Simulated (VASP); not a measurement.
# SiGe (P6_3mc) in VASP: notebook, part 3 of 3

VASP 6.6.1. Earlier steps stand in the parts before.

## (6) Single point, LDA

This run uses another cell than the first one, of the same volume but with other edges.

File INCAR:

```
PREC     = Accurate       # precision mode
ENCUT    = 520            # plane-wave cutoff, eV
EDIFF    = 1E-6           # SCF threshold, eV
ISMEAR   = 0              # smearing method
SIGMA    = 0.03           # smearing width, eV
LREAL    = F              # projectors in reciprocal space
LASPH    = T              # aspherical terms in the spheres
NELM     = 60             # most SCF steps
ALGO     = Normal         # electronic algorithm
ISIF     = 2              # what is computed and relaxed
LWAVE    = F              # write WAVECAR
LCHARG   = F              # write CHGCAR
GGA      = CA             # functional
NBANDS   = 26             # bands
```

File KPOINTS:

```
Automatic mesh
0
Gamma
  12 12 8
```

File POSCAR:

```
SiGe
1.0
    3.7823563974      0.0000000000      0.0000000000
   -1.8911781987      3.2756167263      0.0000000000
    0.0000000000      0.0000000000      6.8739687937
Si Ge
2 2
Direct
    0.6666666667      0.3333333333      0.8746070000
    0.3333333333      0.6666666667      0.3746070000
    0.6666666667      0.3333333333      0.5003920000
    0.3333333333      0.6666666667      0.0003920000
```

Potentials or basis: VASP PAW LDA potentials, release 64 (Si, Ge_d).

Command:

```
$ cat potpaw_LDA.64/Si/POTCAR potpaw_LDA.64/Ge_d/POTCAR > POTCAR
$ mpirun -np 1 vasp_std > vasp.out
```

OUTCAR:

```text
PREC = Accurate
   ENCUT = 520
   EDIFF = 1E-6
   ISMEAR = 0
   LREAL = F
   LASPH = T
   NELM = 60
   ISIF = 2
   GGA = CA

 ion  position               nearest neighbor table
   1  0.667  0.333  0.875-   4 2.35   4 2.35   4 2.35   3 2.57
   2  0.333  0.667  0.375-   3 2.35   3 2.35   3 2.35   4 2.57
   3  0.667  0.333  0.500-   2 2.35   2 2.35   2 2.35   1 2.57
   4  0.333  0.667  0.000-   1 2.35   1 2.35   1 2.35   2 2.57

  LATTYP: Found a hexagonal cell.
 ALAT       =     3.7823563974
 C/A-ratio  =     1.8173773361

  Lattice vectors:

 A1 = (   3.7823563974,   0.0000000000,   0.0000000000)
 A2 = (  -1.8911781987,   3.2756167263,   0.0000000000)
 A3 = (   0.0000000000,   0.0000000000,   6.8739687937)

Analysis of symmetry for initial positions (statically):
=====================================================================
 Subroutine PRICEL returns:
 Original cell was already a primitive cell.

 Routine SETGRP: Setting up the symmetry group for a
 hexagonal supercell.

 Subroutine GETGRP returns: Found 12 space group operations
 (whereof  6 operations were pure point group operations)
 out of a pool of 24 trial point group operations.

The static configuration has the point symmetry C_3v.
 The point group associated with its full space group is C_6v.

Analysis of symmetry for dynamics (positions and initial velocities):
=====================================================================
 Subroutine PRICEL returns:
 Original cell was already a primitive cell.

 Routine SETGRP: Setting up the symmetry group for a
 hexagonal supercell.

 Subroutine GETGRP returns: Found 12 space group operations
 (whereof  6 operations were pure point group operations)
 out of a pool of 24 trial point group operations.

The dynamic configuration has the point symmetry C_3v.
 The point group associated with its full space group is C_6v.

[... 112 lines left out ...]
   PSTRESS=    0.0 pullay stress
   NELECT =      36.0000    total number of electrons
   NUPDOWN=      -1.0000    fix difference up-down
   EMIN   =  10.00;   EMAX   =-10.00  energy-range for DOS
   EFERMI =   0.00;   METHOD = LEGACY
   ISMEAR =     0;   SIGMA  =   0.03  broadening in eV -4-tet -1-fermi 0-gaus
   EFERMI_NEDOS =   21; number of points for ismear=-14 and -15
   IALGO  =     38    algorithm
   IMIX   =      4    mixing-type and parameters
     AMIX     =   0.40;   BMIX     =  1.00
     AMIX_MAG =   1.60;   BMIX_MAG =  1.00
  volume/ion in A,a.u.               =      21.29       143.68
  Fermi-wavevector in a.u.,A,eV,Ry     =   1.228631  2.321775 20.538443  1.509533
  Thomas-Fermi vector in A             =   2.363549
   LORBIT       =      0    0 simple, 1 ext, 2 COOP (PROOUT), +10 PAW based schemes
   GGA     = CA    functional components
   LHFCALC =     F    Hartree Fock is set to
   AEXX    =    0.0000 exact exchange contribution
   IVDW    =     0    specifies the selected vdW correction
   LEPSILON=     F    determine dielectric tensor
   LRPA    =     F    only Hartree local field effects (RPA)
 non-spin polarized calculation
 Gauss-broadening in eV      SIGMA  =   0.03
  energy-cutoff  :      520.00
  volume of cell :       85.17
 maximum number of plane-waves:      2315
   NGX = 15   NGY = 15   NGZ = 25

 number of electron      36.0000001 magnetization

 Free energy of the ion-electron system (eV)
  ---------------------------------------------------
  ext. energy  EPLUGINS =         0.00000000
  ---------------------------------------------------
  free energy    TOTEN  =       -21.91260386 eV

  energy without entropy =      -21.91256836  energy(sigma->0) =      -21.91258611

 E-fermi :   5.5077     XC(G=0):  -9.9774

 val. band max:        5.4835837642   @ k =   0.0000   0.0000   0.0000
 cond. band min:       5.5442123141   @ k =   0.5000  -0.0000   0.3750
 fundamental gap:      0.0606285499
 Fermi energy:         5.5076945091

 k-point     1 :       0.0000    0.0000    0.0000
  band No.  band energies     occupation
      1     -19.2639      2.00000
      2     -19.2626      2.00000
      3     -19.2607      2.00000
      4     -19.2607      2.00000
      5     -19.2582      2.00000
      6     -19.2582      2.00000
[... 685 lines left out ...]
     25      12.3158      0.00000
     26      13.0732      0.00000

 [... further k-points ...]
[... 5 lines left out ...]
  --------------------------------------------------------------------------------------
  -------------------------------------------------------------------------------------
  Total        2.4255627      2.4255627     -6.3667490      0.0000000     -0.0000000      0.0000000
  in kB       45.6310011     45.6310011   -119.7747366      0.0000000     -0.0000000      0.0000000
  external PRESSURE =      -9.5042448 kB  Pullay stress =       0.0000000 kB

 VOLUME and BASIS-vectors are now :
 -----------------------------------------------------------------------------
  energy-cutoff  :      520.00
  volume of cell :       85.17
      direct lattice vectors                 reciprocal lattice vectors
     3.782356397  0.000000000  0.000000000     0.264385450  0.152643011  0.000000000
    -1.891178199  3.275616726  0.000000000     0.000000000  0.305286022  0.000000000
     0.000000000  0.000000000  6.873968794     0.000000000  0.000000000  0.145476366

 POSITION                                       TOTAL-FORCE (eV/Angst)
 -----------------------------------------------------------------------------------
      1.89118      1.09187      6.01202        -0.000000      0.000000     -0.596838
     -0.00000      2.18374      2.57504         0.000000     -0.000000     -0.596838
      1.89118      1.09187      3.43968         0.000000     -0.000000      0.596838
     -0.00000      2.18374      0.00269        -0.000000      0.000000      0.596838
 -----------------------------------------------------------------------------------
    total drift:                               -0.000000     -0.000000     -0.001002

  FREE ENERGIE OF THE ION-ELECTRON SYSTEM (eV)
  ---------------------------------------------------
  free  energy   TOTEN  =       -21.9126038560 eV

  energy  without entropy=      -21.9125683629  energy(sigma->0) =      -21.91258611
```

OSZICAR:

```text
N       E                     dE             d eps       ncg     rms          rms(c)
DAV:   1     0.266999046677E+03    0.26700E+03   -0.17702E+04  5722   0.292E+03
DAV:   2     0.213707073318E+02   -0.24563E+03   -0.23686E+03  5028   0.636E+02
DAV:   3    -0.205944873001E+02   -0.41965E+02   -0.41436E+02  5904   0.154E+02
DAV:   4    -0.223538108233E+02   -0.17593E+01   -0.17556E+01  5960   0.350E+01
DAV:   5    -0.223904704254E+02   -0.36660E-01   -0.36650E-01  6040   0.561E+00    0.595E+00
DAV:   6    -0.220597962159E+02    0.33067E+00   -0.16372E-01  5870   0.227E+00    0.344E+00
DAV:   7    -0.219110319537E+02    0.14876E+00   -0.30779E-01  6224   0.297E+00    0.283E-01
DAV:   8    -0.219125406236E+02   -0.15087E-02   -0.35643E-02  5708   0.134E+00    0.194E-01
DAV:   9    -0.219125902607E+02   -0.49637E-04   -0.13295E-03  6198   0.264E-01    0.131E-01
DAV:  10    -0.219126410469E+02   -0.50786E-04   -0.31503E-04  5900   0.111E-01    0.451E-02
DAV:  11    -0.219126039905E+02    0.37056E-04   -0.65255E-05  5496   0.561E-02    0.628E-03
DAV:  12    -0.219126038560E+02    0.13455E-06   -0.79706E-06  5644   0.170E-02
   1 F= -.21912604E+02 E0= -.21912586E+02  d E =-.354931E-04
```

Wall time 2.4 min (1 thread of Intel Xeon Platinum 8375C at 2.90GHz (Ice Lake), shared host); peak memory 0.29 GiB.

Results:

```yaml
Free_energy: -21.9126 eV
Pressure: -1.0 GPa
Largest_force: 0.597 eV/Å
Band_gap_on_the_k_mesh: 0.06 eV, indirect (least direct gap 0.10 eV)
```

Forces on the atoms (eV/Å):
```
Si   0.000  0.000 -0.597
Si   0.000  0.000 -0.597
Ge   0.000  0.000  0.597
Ge   0.000  0.000  0.597
```

 A k mesh can miss the band edges.

## (7) Overview

```csv
cell,gap on the mesh (eV),pressure (GPa),largest force (eV/Å)
"a = 4.014, b = 4.014, c = 6.102 Å, angles 90.0, 90.0, 120.0°, 4 atoms",none,-1.0,1.01
"a = 3.958, b = 3.958, c = 6.278 Å, angles 90.0, 90.0, 120.0°, 4 atoms",none,-1.8,0.42
"a = 4.206, b = 4.206, c = 5.559 Å, angles 90.0, 90.0, 120.0°, 4 atoms",none,5.8,4.21
"a = 3.577, b = 3.577, c = 7.684 Å, angles 90.0, 90.0, 120.0°, 4 atoms",none,5.0,0.97
"a = 3.782, b = 3.782, c = 6.874 Å, angles 90.0, 90.0, 120.0°, 4 atoms",0.06,-1.0,0.60
```

Alike in all rows: task single point; level LDA; potentials or basis VASP PAW LDA potentials, release 64 (Si, Ge_d); no spin polarisation; k mesh 12 × 12 × 8; cutoff (eV) 520; smearing gaussian 0.03 eV.

Caveats: forces of over 1 eV/Å act on the atoms, so gaps and moduli don't describe the material at rest (some runs).

Absolute energies hang on the potentials; compare differences alone.
